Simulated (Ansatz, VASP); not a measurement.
**One calculation of ZnS, two programs**

```
Zn S
1.0
     3.82270    0.00000    0.00000
    -1.91135    3.31056    0.00000
     0.00000    0.00000   12.52000
Zn S
4 4
Cartesian
  0.0000 0.0000 0.0000
  0.0000 0.0000 6.2600
  0.0000 2.2070 3.0175
  1.9114 1.1035 9.3900
  0.0000 0.0000 2.3475
  0.0000 0.0000 8.6075
  0.0000 2.2070 5.4775
  1.9114 1.1035 11.7375
```

Alike in both runs: task single point; functional PBE; k mesh 12 × 12 × 4; occupations gaussian, width 0.05 eV; no spin polarisation.

```csv
,VASP,Ansatz
version,VASP 6.6.1,Ansatz 0.2.0
potentials or method,"VASP PAW PBE potentials, release 64 (Zn, S), cutoff 520 eV","scalar-relativistic, plane waves, PAW"
valence electrons in the cell,72,72
```

```tsv
	VASP	Ansatz	Ansatz less VASP
gap on the k mesh at the Fermi level (eV)	2.06	2.06	-0.003
least direct gap on the mesh (eV)	2.06	2.06	-0.003
pressure (GPa)	1.6	1.4	-0.16
traceless stress, the component that is largest in VASP (GPa)	-0.69	-0.68	+0.009
rms of the force components (eV/Å)	0.193	0.191	-0.0018
```

Atom by atom the forces differ by 0.002 eV/Å (rms over components).
